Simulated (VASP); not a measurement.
Set up this calculation in VASP 6.6.1, as the native input.

```
Task                   : single point
Functional             : LDA
Potentials or basis    : VASP PAW LDA potentials, release 64 (Mg, I)
Cutoff                 : 520 eV
k mesh                 : 6 × 6 × 4
Occupations            : gaussian, width 0.05 eV
Spin                   : no spin polarisation
Dipole correction      : no
Further INCAR settings : ALGO = Normal; EDIFF = 1e-06; NBANDS = 15
```

The structure of MgI2 lies in POSCAR:

```
MgI2
1.0
    4.0409034065      0.0000000000      0.0000000000
   -2.0204517033      3.4995250043      0.0000000000
    0.0000000000      0.0000000000      6.6285688777
Mg I
1 2
Direct
    0.0000000000      0.0000000000      0.0000000000
    0.3333333333      0.6666666667      0.7747750392
    0.6666666667      0.3333333333      0.2252249608
```

One way to write it, as run:

INCAR

```
SYSTEM = MgI2
PREC = Accurate
ENCUT = 520
EDIFF = 1E-6
ISMEAR = 0
SIGMA = 0.05
LREAL = .False.
LASPH = .True.
NELM = 80
ALGO = Normal
ISIF = 2
LWAVE = .False.
LCHARG = .True.
GGA = CA
LELF = .True.
LVHAR = .True.
NBANDS = 15
```

KPOINTS

```
Automatic mesh
0
Gamma
  6 6 4
  0 0 0
```

Potentials or basis: VASP PAW LDA potentials, release 64 (Mg, I).

Run with:

```sh
$ cat potpaw_LDA.64/Mg/POTCAR potpaw_LDA.64/I/POTCAR > POTCAR
$ mpirun -np 1 vasp_std > vasp.out
```

Results of the run:

```
Pressure               : 4.1 GPa
Largest force          : 1.139 eV/Å
Band gap on the k mesh : 3.27 eV, indirect (least direct gap 3.89 eV)
```

Caveat: spin-orbit coupling is left out, which moves the levels of the heavy elements; forces of over 1 eV/Å act on the atoms, so gaps and moduli don't describe the material at rest.

It took 20 s on 1 thread of Intel(R) Xeon(R) Platinum 8488C (Sapphire Rapids), with other jobs on the host, peak memory 0.18 GiB.
